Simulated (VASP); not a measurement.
# CdS (P6_3mc) in VASP: further runs, part 2 of 3

VASP 6.6.1. The steps go on from the part before.

**3. Single point, r2SCAN (atoms displaced along a vibrational mode)**

POSCAR

```
CdS
1.0
    4.1245340209      0.0000000000      0.0000000000
   -2.0622670104      3.5719512409      0.0000000000
    0.0000000000      0.0000000000      6.7092066446
Cd S
2 2
Direct
    0.3333333333      0.6666666667     -0.0090731558
    0.6666666667      0.3333333333      0.4909268442
    0.3333333333      0.6666666667      0.3860731558
    0.6666666667      0.3333333333      0.8860731558
```

INCAR.step1

```
SYSTEM = CdS
PREC = Accurate
ENCUT = 520
ISMEAR = 0
SIGMA = 0.01
LREAL = .FALSE.
LASPH = .TRUE.
NELM = 100
NBANDS = 26
GGA = PE
ALGO = Normal
EDIFF = 1E-4
LWAVE = .TRUE.
LCHARG = .FALSE.
```

INCAR.step2

```
SYSTEM = CdS
PREC = Accurate
ENCUT = 520
EDIFF = 1E-7
ISMEAR = 0
SIGMA = 0.01
LREAL = .FALSE.
LASPH = .TRUE.
NELM = 100
ALGO = Normal
ISIF = 2
LWAVE = .FALSE.
LCHARG = .FALSE.
METAGGA = R2SCAN
LMIXTAU = .TRUE.
NBANDS = 26
ISTART = 1
```

KPOINTS

```
Automatic mesh
0
G
  9 9 4
  0 0 0
```

Potentials or basis: VASP PAW PBE potentials, release 64 (Cd, S).

Run with:

```sh
cat potpaw_PBE.64/Cd/POTCAR potpaw_PBE.64/S/POTCAR > POTCAR
cp INCAR.step1 INCAR
mpirun -np 1 vasp_std > vasp.out
cp INCAR.step2 INCAR
mpirun -np 1 vasp_std > vasp.out
```

OUTCAR:

```text
SYSTEM = CdS
   PREC = Accurate
   ENCUT = 520
   EDIFF = 1E-7
   ISMEAR = 0
   LREAL = .FALSE.
   LASPH = .TRUE.
   NELM = 100
   ISIF = 2
   METAGGA = R2SCAN
   ISTART = 1

 ion  position               nearest neighbor table
   1  0.333  0.667  0.991-   4 2.48   4 2.48   4 2.48   3 2.65
   2  0.667  0.333  0.491-   3 2.48   3 2.48   3 2.48   4 2.65
   3  0.333  0.667  0.386-   2 2.48   2 2.48   2 2.48   1 2.65
   4  0.667  0.333  0.886-   1 2.48   1 2.48   1 2.48   2 2.65

  LATTYP: Found a hexagonal cell.
 ALAT       =     4.1245340209
 C/A-ratio  =     1.6266580929

  Lattice vectors:

 A1 = (   4.1245340209,   0.0000000000,   0.0000000000)
 A2 = (  -2.0622670104,   3.5719512409,   0.0000000000)
 A3 = (   0.0000000000,   0.0000000000,   6.7092066446)

Analysis of symmetry for initial positions (statically):
=====================================================================
 Subroutine PRICEL returns:
 Original cell was already a primitive cell.

 Routine SETGRP: Setting up the symmetry group for a
 hexagonal supercell.

 Subroutine GETGRP returns: Found 12 space group operations
 (whereof  6 operations were pure point group operations)
[... 172 lines left out ...]

 val. band max:        1.0710258635   @ k =   0.0000   0.0000   0.0000
 cond. band min:       2.8087980702   @ k =   0.0000   0.0000   0.0000
 fundamental gap:      1.7377722067
 Fermi energy:         1.1839277047

 k-point     1 :       0.0000    0.0000    0.0000
  band No.  band energies     occupation
      1     -11.8430      2.00000
      2     -11.4282      2.00000
      3      -6.9420      2.00000
      4      -6.9420      2.00000
      5      -6.8790      2.00000
      6      -6.8790      2.00000
[... 685 lines left out ...]
     25      10.9281      0.00000
     26      11.2381      0.00000

 [... further k-points ...]

------------------------ aborting loop because EDIFF is reached ----------------------------------------

  FORCE on cell =-STRESS in cart. coord.  units (eV):
  Direction    XX          YY          ZZ          XY          YZ          ZX
  --------------------------------------------------------------------------------------
  -------------------------------------------------------------------------------------
  Total        2.4356985      2.4356985     -0.2865435      0.0000000      0.0000000      0.0000000
  in kB       39.4804893     39.4804893     -4.6446130      0.0000000      0.0000000      0.0000000
  external PRESSURE =      24.7721218 kB  Pullay stress =       0.0000000 kB

 VOLUME and BASIS-vectors are now :
 -----------------------------------------------------------------------------
  energy-cutoff  :      520.00
  volume of cell :       98.84
      direct lattice vectors                 reciprocal lattice vectors
     4.124534021  0.000000000  0.000000000     0.242451631  0.139979514  0.000000000
    -2.062267010  3.571951241  0.000000000     0.000000000  0.279959029  0.000000000
     0.000000000  0.000000000  6.709206645     0.000000000  0.000000000  0.149048919

 POSITION                                       TOTAL-FORCE (eV/Angst)
 -----------------------------------------------------------------------------------
     -0.00000      2.38130      6.64833        -0.000000      0.000000      0.482323
      2.06227      1.19065      3.29373         0.000000     -0.000000      0.482323
     -0.00000      2.38130      2.59024         0.000000     -0.000000     -0.482323
      2.06227      1.19065      5.94485         0.000000      0.000000     -0.482323
 -----------------------------------------------------------------------------------
    total drift:                               -0.000000      0.000000     -0.007213

  FREE ENERGIE OF THE ION-ELECTRON SYSTEM (eV)
  ---------------------------------------------------
  free  energy   TOTEN  =       -59.2951812359 eV

  energy  without entropy=      -59.2951812359  energy(sigma->0) =      -59.29518124
```

OUTCAR.step1:

```text
SYSTEM = CdS
   PREC = Accurate
   ENCUT = 520
   ISMEAR = 0
   LREAL = .FALSE.
   LASPH = .TRUE.
   NELM = 100
[... 927 lines left out ...]
      2.06227      1.19065      3.29373        -0.000000     -0.000000      0.479570
     -0.00000      2.38130      2.59024        -0.000000     -0.000000     -0.479570
      2.06227      1.19065      5.94485         0.000000      0.000000     -0.479570
 -----------------------------------------------------------------------------------
    total drift:                               -0.000000      0.000000      0.000020

  FREE ENERGIE OF THE ION-ELECTRON SYSTEM (eV)
  ---------------------------------------------------
  free  energy   TOTEN  =       -12.1722066196 eV

  energy  without entropy=      -12.1722066196  energy(sigma->0) =      -12.17220662
```

Run time: 7.6 min. Hardware: 1 thread of Intel Xeon 8259CL, shared host; peak memory 0.27 GiB.

What came out:

* Free energy: -59.2952 eV
* Pressure: 2.5 GPa
* Largest force: 0.482 eV/Å
* Band gap on the k mesh: 1.74 eV

Forces in eV/Å, atoms in the order of the input:
```
Cd   0.000  0.000  0.482
Cd   0.000  0.000  0.482
S    0.000  0.000 -0.482
S    0.000  0.000 -0.482
```

Stress tensor (GPa, compression positive):
```
 3.95  0.00  0.00
 0.00  3.95  0.00
 0.00  0.00 -0.46
```

Caveat: the cell differs from its parent crystal (atoms displaced along a vibrational mode); the PAW data sets were made with another functional, which shifts forces and pressure a little.

**4. Single point, r2SCAN (atoms displaced along a vibrational mode)**

POSCAR

```
CdS
1.0
    4.1245340209      0.0000000000      0.0000000000
   -2.0622670104      3.5719512409      0.0000000000
    0.0000000000      0.0000000000      6.7092066446
Cd S
2 2
Direct
    0.3333333333      0.6666666667     -0.0183249519
    0.6666666667      0.3333333333      0.4816750481
    0.3333333333      0.6666666667      0.3953249519
    0.6666666667      0.3333333333      0.8953249519
```

INCAR.step1: that of step 3 with these lines changed.

```diff
@@ -7,3 +7,3 @@
 LASPH = .TRUE.
-NELM = 100
+NELM = 60
 NBANDS = 26
```

INCAR.step2

```
SYSTEM = CdS
PREC = Accurate
ENCUT = 520
EDIFF = 1E-6
ISMEAR = 0
SIGMA = 0.01
LREAL = .FALSE.
LASPH = .TRUE.
NELM = 60
ALGO = Normal
ISIF = 2
LWAVE = .FALSE.
LCHARG = .TRUE.
METAGGA = R2SCAN
LMIXTAU = .TRUE.
LELF = .TRUE.
LVHAR = .TRUE.
NBANDS = 26
ISTART = 1
```

KPOINTS

```
regular mesh
0
G
  9 9 4
  0 0 0
```

Run with:

```sh
cat potpaw_PBE.64/Cd/POTCAR potpaw_PBE.64/S/POTCAR > POTCAR
cp INCAR.step1 INCAR
mpirun -np 1 vasp_std > vasp.out
cp INCAR.step2 INCAR
mpirun -np 1 vasp_std > vasp.out
```

It took 5.7 min on 1 thread of Intel Xeon 8259CL, shared host; peak memory 0.27 GiB.

Results (log left out):

```
Free energy            : -59.1436 eV
Pressure               : 3.3 GPa
Largest force          : 0.703 eV/Å
Band gap on the k mesh : 1.79 eV
```

Forces on the atoms (eV/Å):
```
Cd   0.000  0.000  0.703
Cd   0.000  0.000  0.703
S    0.000  0.000 -0.703
S    0.000  0.000 -0.703
```

Stress tensor (GPa, compression positive):
```
 5.79  0.00  0.00
 0.00  5.79  0.00
 0.00  0.00 -1.64
```

Levels at points of the mesh, in eV from the valence-band top:
```
           k point  band 14  band 15  band 16  band 17  band 18  band 19  band 20  band 21  band 22  band 23
(0.00, 0.00, 0.00)    -0.59    -0.59    -0.11     0.00     0.00     1.79     2.94     6.95     6.95     7.56
(0.00, 0.00, 0.50)    -2.23    -0.30    -0.30    -0.30    -0.30     3.19     3.19     6.59     6.59     7.23
```

Caveat: the cell differs from its parent crystal (atoms displaced along a vibrational mode); the cell stands under pressure; the PAW data sets were made with another functional, which shifts forces and pressure a little.

**5. Single point, r2SCAN (atoms displaced along a vibrational mode)**

POSCAR

```
CdS
1.0
    4.1245340209      0.0000000000      0.0000000000
   -2.0622670104      3.5719512409      0.0000000000
    0.0000000000      0.0000000000      6.7092066446
Cd S
2 2
Direct
    0.3333333333      0.6666666667     -0.0275767479
    0.6666666667      0.3333333333      0.4724232521
    0.3333333333      0.6666666667      0.4045767479
    0.6666666667      0.3333333333      0.9045767479
```

INCAR.step1

```
SYSTEM = CdS
PREC = Accurate
ENCUT = 520
ISMEAR = 0
SIGMA = 0.01
LREAL = .False.
LASPH = .True.
NELM = 100
NBANDS = 26
GGA = PE
ALGO = Normal
EDIFF = 1E-4
LWAVE = .True.
LCHARG = .False.
```

INCAR.step2

```
SYSTEM = CdS
PREC = Accurate
ENCUT = 520
EDIFF = 1E-6
ISMEAR = 0
SIGMA = 0.01
LREAL = .False.
LASPH = .True.
NELM = 100
ALGO = Normal
ISIF = 2
LWAVE = .False.
LCHARG = .False.
METAGGA = R2SCAN
LMIXTAU = .True.
NBANDS = 26
ISTART = 1
```

KPOINTS

```
Automatic mesh
0
Gamma
  9 9 4
  0 0 0
```

Run with:

```sh
cat potpaw_PBE.64/Cd/POTCAR potpaw_PBE.64/S/POTCAR > POTCAR
cp INCAR.step1 INCAR
mpirun -np 1 vasp_std > vasp.out
cp INCAR.step2 INCAR
mpirun -np 1 vasp_std > vasp.out
```

It took 7.2 min on 1 thread of Intel Xeon 8259CL, shared host; peak memory 0.27 GiB.

The run converged. Its results:

| Quantity | Value |
| --- | --- |
| Free energy | -58.9614 eV |
| Pressure | 4.2 GPa |
| Largest force | 0.740 eV/Å |
| Band gap on the k mesh | 1.85 eV |

Forces on the atoms (eV/Å):
```
Cd   0.000  0.000  0.740
Cd   0.000  0.000  0.740
S    0.000  0.000 -0.740
S    0.000  0.000 -0.740
```

Stress tensor (GPa, compression positive):
```
 7.41  0.00  0.00
 0.00  7.41  0.00
 0.00  0.00 -2.14
```

Levels at points of the mesh, in eV from the valence-band top:
| k point | band 14 | band 15 | band 16 | band 17 | band 18 | band 19 | band 20 | band 21 | band 22 | band 23 |
| --- | --- | --- | --- | --- | --- | --- | --- | --- | --- | --- |
| (0.00, 0.00, 0.00) | -0.52 | -0.52 | -0.20 | 0.00 | 0.00 | 1.85 | 2.81 | 6.92 | 6.92 | 7.86 |
| (0.00, 0.00, 0.50) | -2.16 | -0.26 | -0.26 | -0.26 | -0.26 | 3.12 | 3.12 | 6.64 | 6.64 | 7.18 |

Caveat: the cell differs from its parent crystal (atoms displaced along a vibrational mode); the cell stands under pressure; the PAW data sets were made with another functional, which shifts forces and pressure a little.

[end of part 2 of 3]
